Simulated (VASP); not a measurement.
A run of VASP 6.6.1:

File INCAR:

```
  PREC = Accurate
  ENCUT = 520
  EDIFF = 1E-6
  ISMEAR = 0
  SIGMA = 0.1
  LREAL = False
  LASPH = True
  NELM = 60
  ALGO = Normal
  ISIF = 2
  LWAVE = False
  LCHARG = False
  GGA = PS
  NBANDS = 15
```

File KPOINTS:

```
Automatic mesh
0
Gamma
  16 16 8
```

The input POSCAR:

```
FeSi2
1.0
    2.7298072044      0.0000000000      0.0000000000
    0.0000000000      2.7298072044      0.0000000000
    0.0000000000      0.0000000000      5.2084896194
Fe Si
1 2
Direct
    0.0000000000      0.0000000000      0.0000000000
    0.5000000000      0.5000000000      0.2701842066
    0.5000000000      0.5000000000      0.7298157934
```

Potentials or basis: VASP PAW PBE potentials, release 64 (Fe, Si).

Launch:

```console
$ cat potpaw_PBE.64/Fe/POTCAR potpaw_PBE.64/Si/POTCAR > POTCAR
$ mpirun -np 1 vasp_std > vasp.out
```

Hardware: 1 thread of Intel(R) Xeon(R) Platinum 8488C (Sapphire Rapids), on a shared host.

Problem. Estimate the wall time of this run.

Solution. It took 100 s on 1 thread of Intel(R) Xeon(R) Platinum 8488C (Sapphire Rapids), on a shared host, peak memory 0.24 GiB. Counts: scf iterations 14, k points 225.
